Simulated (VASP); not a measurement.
Crystal: Mn3Si.

```
Mn Si
1.0
     0.00000    2.86100    2.86100
     2.86100    0.00000    2.86100
     2.86100    2.86100    0.00000
Mn Si
3 1
Direct
  0.50000 0.50000 0.50000
  0.25000 0.25000 0.25000
  0.75000 0.75000 0.75000
  0.00000 0.00000 0.00000
```

Base run:

| Property | Result |
| --- | --- |
| Program | VASP 6.6.1 |
| Functional | LDA |
| Potentials or basis | VASP PAW LDA potentials, release 64 (Mn_pv, Si) |
| Cutoff | 520 eV |
| k mesh | 10 × 10 × 10 |
| Occupations | fermi-dirac, width 0.05 eV |
| Spin | collinear spin, ferrimagnetic start |
| Starting moments | [4.0, 4.0, -4.0, 0.0] μB |

Its results: pressure -24.0 GPa.

The run is repeated on the same cell with these changes: spin from collinear spin, ferrimagnetic start to no spin polarisation; further incar settings from ALGO = Normal; EDIFF = 1e-07; NBANDS = 34 to ALGO = Normal; EDIFF = 1e-06; NBANDS = 30. What comes out?

Pressure -30.4 GPa.
